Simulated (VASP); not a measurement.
## K: single point with PBE

K:

```xyz
3
Lattice="6.5554 0.0000 0.0000 -3.2777 5.6772 0.0000 0.0000 0.0000 3.8955" Properties=species:S:1:pos:R:3 pbc="T T T"
K     0.0000    0.0000    0.0000
K     0.0000    3.7848    1.9477
K     3.2777    1.8924    1.9477
```

This isn't the form of K at room conditions, which is bcc.

```json
{"Program": "VASP 6.6.1", "Task": "single point", "Functional": "PBE", "Potentials or basis": "VASP PAW PBE potentials, release 64 (K_sv)", "Cutoff": "520 eV", "k mesh": "5 × 5 × 7", "Occupations": "fermi-dirac, width 0.1 eV", "Spin": "no spin polarisation", "Dipole correction": "no", "Further INCAR settings": "ALGO = Normal; EDIFF = 1e-06; NBANDS = 20"}
```

| Property | Result |
| --- | --- |
| Pressure | 3.3 GPa |
| Band gap on the k mesh | zero (an odd number of electrons rules out a gap without spin polarisation) |

Levels at points of the mesh, in eV from the Fermi level:
```csv
k point,band 11,band 12,band 13,band 14,band 15,band 16
"(0.00, 0.00, 0.00)",-15.37,-15.32,-2.78,1.30,1.30,1.32
```

Run time: 110 s on 1 thread of Intel Xeon 8259CL, with other jobs on the host, peak memory 0.26 GiB.

Caveat: the cell stands under pressure.
